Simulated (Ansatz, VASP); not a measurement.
Two plane-wave programs on NaF

```
Na F
1.0
     0.00000    2.32601    2.32601
     2.32601    0.00000    2.32601
     2.32601    2.32601    0.00000
Na F
1 1
Direct
  0.00000 0.00000 0.00000
  0.50000 0.50000 0.50000
```

Alike in both runs: task single point; functional PBE; k mesh 8 × 8 × 8; occupations gaussian, width 0.02 eV; no spin polarisation.

|  | VASP | Ansatz |
| --- | --- | --- |
| version | VASP 6.6.1 | Ansatz 0.2.0 |
| potentials or method | VASP PAW PBE potentials, release 64 (Na_pv, F), cutoff 520 eV | scalar-relativistic, plane waves, PAW |
| valence electrons in the cell | 14 | 16 |

```tsv
	VASP	Ansatz	Ansatz less VASP
gap on the k mesh at the Fermi level (eV)	6.24	6.25	+0.017
least direct gap on the mesh (eV)	6.24	6.25	+0.017
pressure (GPa)	1.4	1.5	+0.14
```

VASP's potentials hold 14 valence electrons a cell and Ansatz's 16, so a difference there can come from the potentials and not from the codes.
